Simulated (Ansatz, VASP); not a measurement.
# Two plane-wave programs on HfO2

```xyz
6
Lattice="4.8813 0.0000 0.0000 0.0000 4.8813 0.0000 0.0000 0.0000 3.2380" Properties=species:S:1:pos:R:3 pbc="T T T"
Hf   -0.1220   -0.1220   -0.1725
Hf    2.4406    2.4406    1.6190
O     0.9511    3.9302    1.6190
O     1.4896    1.4896    0.0000
O     3.3917    3.3917    0.0000
O     3.9302    0.9511    1.6190
```

Alike in both runs: task single point; functional PBE; k mesh 6 × 6 × 8; occupations gaussian, width 0.05 eV; no spin polarisation.

```csv
,VASP,Ansatz
version,VASP 6.6.1,Ansatz 0.2.0
potentials or method,"VASP PAW PBE potentials, release 64 (Hf_pv, O), cutoff 520 eV","scalar-relativistic, plane waves, PAW"
valence electrons in the cell,44,76
```

```tsv
	VASP	Ansatz	Ansatz less VASP
gap on the k mesh at the Fermi level (eV)	3.69	3.74	+0.046
least direct gap on the mesh (eV)	3.69	3.74	+0.046
pressure (GPa)	0.7	3.4	+2.68
traceless stress, the component that is largest in VASP (GPa)	2.05	2.01	-0.031
rms of the force components (eV/Å)	1.013	1.017	+0.0037
```

Atom by atom the forces differ by 0.031 eV/Å (rms over components). VASP's potentials hold 44 valence electrons a cell and Ansatz's 76, so a difference there can come from the potentials and not from the codes.

Spin-orbit coupling is off throughout.
